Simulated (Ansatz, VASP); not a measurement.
Two plane-wave programs on LiF

INCAR

```
PREC = Accurate ; ENCUT = 520
EDIFF = 1E-7 ; ISMEAR = 0
SIGMA = 0.05 ; LREAL = False
LASPH = True ; NELM = 80
ALGO = Normal ; ISIF = 2
LWAVE = False ; LCHARG = False
GGA = PE ; NBANDS = 12
```

The input KPOINTS:

```
regular mesh
0
Gamma
  10 10 10
```

POSCAR

```
LiF
1.0
    0.0000000000      2.0140000000      2.0140000000
    2.0140000000      0.0000000000      2.0140000000
    2.0140000000      2.0140000000      0.0000000000
Li F
1 1
Direct
   -0.0775819265     -0.0775819265      0.0775819265
    0.5000000000      0.5000000000      0.5000000000
```

Input for Ansatz:

```yaml
crystal:
  lattice:
    - [0.0, 2.014, 2.014]
    - [2.014, 0.0, 2.014]
    - [2.014, 2.014, 0.0]
  atoms:
    - { symbol: Li, position: [-0.0775819265, -0.0775819265, 0.0775819265] }
    - { symbol: F, position: [0.5, 0.5, 0.5] }
basis:
  ecutwfc: 420
kpoints:
  mp_grid: { grid: [10, 10, 10] }
hamiltonian:
  xc: pbe
scf:
  occupations: { method: gaussian, width: 0.05 }
output:
  forces: true
  stress: true
  eigenvalues: true
```

Change from the starting cell: all Li atoms moved +0.312 Å, as atom 1 towards its neighbour atom 2 (F) at 2.014 Å.

Alike in both runs: task single point; functional PBE; k mesh 10 × 10 × 10; occupations gaussian, width 0.05 eV; no spin polarisation.

```csv
,VASP,Ansatz
version,VASP 6.6.1,Ansatz 0.2.0
potentials or method,"VASP PAW PBE potentials, release 64 (Li_sv, F), cutoff 520 eV","scalar-relativistic, plane waves, PAW"
valence electrons in the cell,10,10
```

|  | VASP | Ansatz | Ansatz less VASP |
| --- | --- | --- | --- |
| gap on the k mesh at the Fermi level (eV) | 8.94 | 8.94 | +0.003 |
| least direct gap on the mesh (eV) | 8.94 | 8.94 | +0.003 |
| rms of the force components (eV/Å) | 0.637 | 0.603 | -0.0334 |

Atom by atom the forces differ by 0.033 eV/Å (rms over components).

Noted on VASP's run: the cutoff is short for stress, so the pressure is rough.
